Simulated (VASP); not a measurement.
# CoSi (WC type) (P-6m2) in VASP: single point with PBE

Aim: the single point of CoSi (WC type) with PBE.

Everything below comes from runs of VASP 6.6.1. Logs are shortened: lines on timing, memory, paths and dates and some standing lists are left out, and cuts for length are marked.

### 1 The cell of the first run

It takes space group P-6m2 (No. 187, hexagonal). The conventional cell has a = 2.291 Å, b = 2.291 Å, c = 3.248 Å, α = 90.00°, β = 90.00°, γ = 120.00°. Co (site symmetry -6m2) has 6 Si at 2.09 Å and 6 Co at 2.29 Å within 2.8 Å. Si (site symmetry -6m2) has 6 Co at 2.09 Å and 6 Si at 2.29 Å within 2.8 Å.

### 2 Single point, PBE

INCAR reads:

```
SYSTEM = CoSi
PREC = Accurate
ENCUT = 690
EDIFF = 1E-6
ISMEAR = -1
SIGMA = 0.05
LREAL = .FALSE.
LASPH = .TRUE.
NELM = 120
ALGO = Normal
ISIF = 2
LWAVE = .FALSE.
LCHARG = .TRUE.
GGA = PE
LELF = .TRUE.
LVHAR = .TRUE.
NBANDS = 18
GGA_COMPAT = .FALSE.
```

KPOINTS reads:

```
regular mesh
0
G
  17 17 15
  0 0 0
```

POSCAR reads:

```
CoSi
1.0
    2.2912414368      0.0000000000      0.0000000000
   -1.1456207184      1.9842732905      0.0000000000
    0.0000000000      0.0000000000      3.2479779539
Co Si
1 1
Direct
    0.0000000000      0.0000000000      0.0000000000
    0.3333333333      0.6666666667      0.5000000000
```

Potentials or basis: VASP PAW PBE potentials, release 64 (Co_sv, Si).

Run with:

```console
$ cat potpaw_PBE.64/Co_sv/POTCAR potpaw_PBE.64/Si/POTCAR > POTCAR
$ mpirun -np 1 vasp_std > vasp.out
```

OUTCAR:

```text
SYSTEM = CoSi
   PREC = Accurate
   ENCUT = 690
   EDIFF = 1E-6
   ISMEAR = -1
   LREAL = .FALSE.
   LASPH = .TRUE.
   NELM = 120
   ISIF = 2
   GGA = PE

 ion  position               nearest neighbor table
   1  0.000  0.000  0.000-   2 2.09   2 2.09   2 2.09   2 2.09   2 2.09   2 2.09
   2  0.333  0.667  0.500-   1 2.09   1 2.09   1 2.09   1 2.09   1 2.09   1 2.09

  LATTYP: Found a hexagonal cell.
 ALAT       =     2.2912414368
 C/A-ratio  =     1.4175625064

  Lattice vectors:

 A1 = (   2.2912414368,   0.0000000000,   0.0000000000)
 A2 = (  -1.1456207184,   1.9842732905,   0.0000000000)
 A3 = (   0.0000000000,   0.0000000000,   3.2479779539)

Analysis of symmetry for initial positions (statically):
=====================================================================
 Subroutine PRICEL returns:
 Original cell was already a primitive cell.

 Routine SETGRP: Setting up the symmetry group for a
 hexagonal supercell.

 Subroutine GETGRP returns: Found 12 space group operations
 (whereof 12 operations were pure point group operations)
 out of a pool of 24 trial point group operations.

The static configuration has the point symmetry D_3h.

Analysis of symmetry for dynamics (positions and initial velocities):
=====================================================================
 Subroutine PRICEL returns:
 Original cell was already a primitive cell.

 Routine SETGRP: Setting up the symmetry group for a
 hexagonal supercell.

 Subroutine GETGRP returns: Found 12 space group operations
 (whereof 12 operations were pure point group operations)
 out of a pool of 24 trial point group operations.

The dynamic configuration has the point symmetry D_3h.

 Subroutine INISYM returns: Found 12 space group operations
 (whereof 12 operations are pure point group operations),
 and found     1 'primitive' translations

----------------------------------------------------------------------------------------

                                     Primitive cell

  volume of cell :      14.7668

  direct lattice vectors                    reciprocal lattice vectors
     2.291241437  0.000000000  0.000000000     0.436444621  0.251981419  0.000000000
    -1.145620718  1.984273291  0.000000000     0.000000000  0.503962839  0.000000000
     0.000000000  0.000000000  3.247977954     0.000000000  0.000000000  0.307883863

  length of vectors
     2.291241437  2.291241437  3.247977954     0.503962839  0.503962839  0.307883863

  position of ions in fractional coordinates (direct lattice)
     0.000000000  0.000000000  0.000000000
     0.333333333  0.666666667  0.500000000

  ion indices of the primitive-cell ions
   primitive index   ion index
                 1           1
                 2           2

----------------------------------------------------------------------------------------

 KPOINTS: regular mesh

Automatic generation of k-mesh.
 Grid dimensions read from file:
 generate k-points for:   17   17   15

 Generating k-lattice:

  Cartesian coordinates                     Fractional coordinates (reciprocal lattice)
     0.025673213  0.014822436  0.000000000     0.058823529  0.000000000  0.000000000
     0.000000000  0.029644873  0.000000000     0.000000000  0.058823529  0.000000000
     0.000000000  0.000000000  0.020525591     0.000000000  0.000000000  0.066666667

  Length of vectors
     0.029644873  0.029644873  0.020525591

  Shift w.r.t. Gamma in fractional coordinates (k-lattice)
     0.000000000  0.000000000  0.000000000

 Subroutine IBZKPT returns following result:
 ===========================================

 Found    264 irreducible k-points:

 Following reciprocal coordinates:
            Coordinates               Weight
  0.000000  0.000000  0.000000      1.000000
  0.058824 -0.000000  0.000000      6.000000
  0.117647  0.000000  0.000000      6.000000
  0.176471  0.000000  0.000000      6.000000
  0.235294  0.000000  0.000000      6.000000
  0.294118  0.000000  0.000000      6.000000
[... 16 lines left out ...]
  0.411765  0.117647  0.000000     12.000000
  0.176471  0.176471  0.000000      6.000000
 [... further k-points ...]
   k-points           NKPTS =    264   k-points in BZ     NKDIM =    264   number of bands    NBANDS=     18
   number of dos      NEDOS =    301   number of ions     NIONS =      2
   total plane-waves  NPLWV =  11200
   dimension x,y,z NGX =    20 NGY =   20 NGZ =   28
   dimension x,y,z NGXF=    40 NGYF=   40 NGZF=   56
   ions per type =               1   1
   NGX,Y,Z   is equivalent  to a cutoff of  14.51, 14.51, 14.33 a.u.
   NGXF,Y,Z  is equivalent  to a cutoff of  29.02, 29.02, 28.66 a.u.
 SYSTEM =  CoSi
   PREC   = accura    normal or accurate (medium, high low for compatibility)
   ISTART =      0    job   : 0-new  1-cont  2-samecut
   ICHARG =      2    charge: 1-file 2-atom 10-const
   ISPIN  =      1    spin polarized calculation?
   LNONCOLLINEAR =      F non collinear calculations
   LSORBIT =      F    spin-orbit coupling
   LASPH  =      T    aspherical Exc in radial PAW
   ENCUT  =  690.0 eV  50.71 Ry    7.12 a.u.   4.91  4.91  6.96*2*pi/ulx,y,z
   NELM   =    120;   NELMIN=  2; NELMDL= -5     # of ELM steps
   EDIFF  = 0.1E-05   stopping-criterion for ELM
   LREAL  =      F    real-space projection
   EDIFFG = 0.1E-04   stopping-criterion for IOM
   NSW    =      0    number of steps for IOM
   IBRION =     -1    ionic relax: 0-MD 1-quasi-New 2-CG
   NFREE  =      0    steps in history (QN), initial steepest desc. (CG)
   ISIF   =      2    stress and relaxation
   ISYM   =      2    0-nonsym 1-usesym 2-fastsym
   POTIM  = 0.5000    time-step for ionic-motion
   TEBEG  =    0.0;   TEEND  =   0.0 temperature during run
   PSTRESS=    0.0 pullay stress
   NELECT =      21.0000    total number of electrons
   NUPDOWN=      -1.0000    fix difference up-down
   EMIN   =  10.00;   EMAX   =-10.00  energy-range for DOS
   EFERMI =   0.00;   METHOD = LEGACY
   ISMEAR =    -1;   SIGMA  =   0.05  broadening in eV -4-tet -1-fermi 0-gaus
   EFERMI_NEDOS =   21; number of points for ismear=-14 and -15
   IALGO  =     38    algorithm
   IMIX   =      4    mixing-type and parameters
     AMIX     =   0.40;   BMIX     =  1.00
     AMIX_MAG =   1.60;   BMIX_MAG =  1.00
  volume/ion in A,a.u.               =       7.38        49.83
  Fermi-wavevector in a.u.,A,eV,Ry     =   1.840996  3.478978 46.113756  3.389265
  Thomas-Fermi vector in A             =   2.893212
   LORBIT       =      0    0 simple, 1 ext, 2 COOP (PROOUT), +10 PAW based schemes
   GGA     = PE    functional components
   LHFCALC =     F    Hartree Fock is set to
   AEXX    =    0.0000 exact exchange contribution
   IVDW    =     0    specifies the selected vdW correction
   LEPSILON=     F    determine dielectric tensor
   LRPA    =     F    only Hartree local field effects (RPA)
 non-spin polarized calculation
  energy-cutoff  :      690.00
  volume of cell :       14.77
 maximum number of plane-waves:       628
 NGX is ok and might be reduce to    20
   NGX =  9   NGY =  9   NGZ = 13

 number of electron      21.0000018 magnetization

 Free energy of the ion-electron system (eV)
  ---------------------------------------------------
  ext. energy  EPLUGINS =         0.00000000
  ---------------------------------------------------
  free energy    TOTEN  =        -9.82294008 eV

  energy without entropy =       -9.81352400  energy(sigma->0) =       -9.81823204

 E-fermi :  20.8234     XC(G=0): -15.3022

 val. band max:       20.8214809298   @ k =   0.4706   0.0588   0.1333
 cond. band min:      20.8296307210   @ k =   0.4118   0.0588   0.3333
 fundamental gap:      0.0081497912
 Fermi energy:        20.8233975078

 k-point     1 :       0.0000    0.0000    0.0000
  band No.  band energies     occupation
      1     -75.0747      2.00000
      2     -38.7395      2.00000
      3     -37.9726      2.00000
      4     -37.9726      2.00000
      5       2.6845      2.00000
      6      13.6315      2.00000
[... 10 lines left out ...]
     17      39.5286      0.00000
     18      43.7009      0.00000

 k-point     2 :       0.0588   -0.0000    0.0000
  band No.  band energies     occupation
      1     -75.0709      2.00000
      2     -38.7361      2.00000
      3     -37.9944      2.00000
      4     -37.9776      2.00000
      5       2.8147      2.00000
      6      13.7313      2.00000
[... 10 lines left out ...]
     17      40.8161      0.00000
     18      42.7216      0.00000

 k-point     3 :       0.1176    0.0000    0.0000
  band No.  band energies     occupation
      1     -75.0601      2.00000
      2     -38.7265      2.00000
      3     -38.0565      2.00000
      4     -37.9919      2.00000
      5       3.2024      2.00000
      6      14.0094      2.00000
[... 10 lines left out ...]
     17      40.7622      0.00000
     18      42.5630      0.00000

 k-point     4 :       0.1765    0.0000    0.0000
  band No.  band energies     occupation
      1     -75.0438      2.00000
      2     -38.7117      2.00000
      3     -38.1507      2.00000
      4     -38.0135      2.00000
      5       3.8388      2.00000
      6      14.3939      2.00000
[... 10 lines left out ...]
     17      42.4618      0.00000
     18      42.9851      0.00000

 k-point     5 :       0.2353    0.0000    0.0000
  band No.  band energies     occupation
      1     -75.0241      2.00000
      2     -38.6940      2.00000
      3     -38.2631      2.00000
      4     -38.0396      2.00000
      5       4.7095      2.00000
      6      14.7300      2.00000
[... 10 lines left out ...]
     17      42.6352      0.00000
     18      43.9809      0.00000

 k-point     6 :       0.2941    0.0000    0.0000
  band No.  band energies     occupation
      1     -75.0036      2.00000
      2     -38.6753      2.00000
      3     -38.3783      2.00000
      4     -38.0664      2.00000
      5       5.7939      2.00000
      6      14.4353      2.00000
[... 307 lines left out ...]
 k-point    21 :       0.2941    0.1176    0.0000
  band No.  band energies     occupation
      1     -74.9801      2.00000
      2     -38.6541      2.00000
      3     -38.4734      2.00000
      4     -38.1340      2.00000
      5       7.4084      2.00000
      6      14.3147      2.00000
[... 10 lines left out ...]
     17      38.5545      0.00000
     18      41.1692      0.00000

 k-point    22 :       0.3529    0.1176    0.0000
  band No.  band energies     occupation
      1     -74.9671      2.00000
      2     -38.6423      2.00000
      3     -38.5386      2.00000
      4     -38.1578      2.00000
      5       8.7878      2.00000
      6      13.8024      2.00000
[... 10 lines left out ...]
     17      38.0484      0.00000
     18      40.0065      0.00000

 k-point    23 :       0.4118    0.1176    0.0000
  band No.  band energies     occupation
      1     -74.9601      2.00000
      2     -38.6359      2.00000
      3     -38.5732      2.00000
      4     -38.1706      2.00000
      5      10.0822      2.00000
      6      12.6283      2.00000
[... 10 lines left out ...]
     17      37.7945      0.00000
     18      39.3641      0.00000

 k-point    24 :       0.1765    0.1765    0.0000
  band No.  band energies     occupation
      1     -74.9990      2.00000
      2     -38.6712      2.00000
      3     -38.3669      2.00000
      4     -38.1106      2.00000
      5       6.0369      2.00000
      6      14.5211      2.00000
[... 10 lines left out ...]
     17      39.7205      0.00000
     18      40.4711      0.00000

 [... further k-points ...]
[... 5 lines left out ...]
  --------------------------------------------------------------------------------------
  -------------------------------------------------------------------------------------
  Total       19.2278397     19.2278397     19.2781732      0.0000000      0.0000000      0.0000000
  in kB     2086.1986498   2086.1986498   2091.6597781      0.0000000      0.0000000      0.0000000
  external PRESSURE =    2088.0190259 kB  Pullay stress =       0.0000000 kB

 VOLUME and BASIS-vectors are now :
 -----------------------------------------------------------------------------
  energy-cutoff  :      690.00
  volume of cell :       14.77
      direct lattice vectors                 reciprocal lattice vectors
     2.291241437  0.000000000  0.000000000     0.436444621  0.251981419  0.000000000
    -1.145620718  1.984273291  0.000000000     0.000000000  0.503962839  0.000000000
     0.000000000  0.000000000  3.247977954     0.000000000  0.000000000  0.307883863

 POSITION                                       TOTAL-FORCE (eV/Angst)
 -----------------------------------------------------------------------------------
      0.00000      0.00000      0.00000        -0.000000      0.000000      0.000000
     -0.00000      1.32285      1.62399         0.000000     -0.000000      0.000000
 -----------------------------------------------------------------------------------
    total drift:                                0.000000     -0.000000      0.000000

  FREE ENERGIE OF THE ION-ELECTRON SYSTEM (eV)
  ---------------------------------------------------
  free  energy   TOTEN  =        -9.8229400774 eV

  energy  without entropy=       -9.8135239979  energy(sigma->0) =       -9.81823204
```

Run time: 54 s. Hardware: 1 thread of Intel Xeon Platinum 8375C at 2.90GHz (Ice Lake), shared host; peak memory 0.21 GiB.

What came out:

| Quantity | Value |
| --- | --- |
| Free energy | -9.8229 eV |
| Pressure | 208.8 GPa |
| Band gap on the k mesh | zero (an odd number of electrons rules out a gap without spin polarisation) |

Stress tensor (GPa, compression positive):
```
208.62   0.00   0.00
  0.00 208.62   0.00
  0.00   0.00 209.17
```

Caveat: the cell stands under pressure; an odd number of electrons without spin polarisation forces a metal; a magnetic or distorted state may lie lower. Spin polarisation is off, so any magnetic state and its effect on volume and gap are missing.
